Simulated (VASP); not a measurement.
A run of VASP 6.6.1:

INCAR

```
PREC = Accurate
ENCUT = 520
EDIFF = 1E-6
ISMEAR = 0
SIGMA = 0.05
LREAL = False
LASPH = True
NELM = 100
ALGO = Normal
ISIF = 2
LWAVE = False
LCHARG = False
GGA = PE
NBANDS = 26
```

File KPOINTS:

```
Automatic mesh
0
Gamma
  12 12 6
```

Contents of POSCAR:

```
GaN
1.0
    3.1218760445      0.0000000000      0.0000000000
   -1.5609380223      2.7036239620      0.0000000000
    0.0000000000      0.0000000000      5.2430304311
Ga N
2 2
Direct
    0.3333333333      0.6666666667      0.9991316867
    0.6666666667      0.3333333333      0.4991316867
    0.3333333333      0.6666666667      0.3758683133
    0.6666666667      0.3333333333      0.8758683133
```

Potentials or basis: VASP PAW PBE potentials, release 64 (Ga_d, N).

Command:

```sh
$ cat potpaw_PBE.64/Ga_d/POTCAR potpaw_PBE.64/N/POTCAR > POTCAR
$ mpirun -np 1 vasp_std > vasp.out
```

Hardware: 1 thread of Intel(R) Xeon(R) Platinum 8375C CPU @ 2.90GHz (Ice Lake) (shared host).

Estimate the wall time of this run.

Wall time 87 s on 1 thread of Intel(R) Xeon(R) Platinum 8375C CPU @ 2.90GHz (Ice Lake), on a shared host, peak memory 0.2 GiB. Counts: scf iterations 14, k points 76.
